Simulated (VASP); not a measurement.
**Ga: single point with LDA**

The system is Ga.

```
Ga
1.0
     2.26150   -3.83050    0.00000
     2.26150    3.83050    0.00000
     0.00000    0.00000    4.52400
Ga
4
Direct
  0.34510 0.65490 0.41900
  0.15490 0.84510 0.91900
  0.65490 0.34510 0.58100
  0.84510 0.15490 0.08100
```

| Quantity | Value |
| --- | --- |
| Program | VASP 6.6.1 |
| Task | single point |
| Functional | LDA |
| Potentials or basis | VASP PAW LDA potentials, release 64 (Ga_d) |
| Cutoff | 520 eV |
| k mesh | 7 × 7 × 6 |
| Occupations | fermi-dirac, width 0.05 eV |
| Spin | no spin polarisation |
| Dipole correction | no |
| Further INCAR settings | ALGO = Fast; EDIFF = 1e-06; NBANDS = 34 |

```json
{
  "Pressure": "-3.6 GPa",
  "Largest force": "0.139 eV/Å",
  "Band gap on the k mesh": "zero (band 26 reaches 5.17 eV, above the bottom of band 27 at 3.88 eV)"
}
```

Forces on the atoms (eV/Å):
```
Ga   0.000  0.130 -0.050
Ga   0.000 -0.130 -0.050
Ga   0.000 -0.130  0.050
Ga   0.000  0.130  0.050
```

Stress tensor (GPa, compression positive):
```
-4.34  0.00  0.00
 0.00 -3.11  0.00
 0.00  0.00 -3.38
```

Levels at points of the mesh, in eV from the Fermi level:
```csv
k point,band 22,band 23,band 24,band 25,band 26,band 27,band 28,band 29,band 30,band 31
"(0.00, 0.00, 0.00)",-4.35,-3.76,-1.89,-1.71,-0.81,0.86,0.87,1.00,4.93,5.30
"(0.00, 0.00, 0.50)",-9.24,-0.33,-0.33,-0.03,-0.03,-0.01,-0.01,2.02,2.02,3.82
```

Wall time 62 s on 1 thread of Intel(R) Xeon(R) 6975P-C (Granite Rapids), with other jobs on the host, peak memory 0.24 GiB.
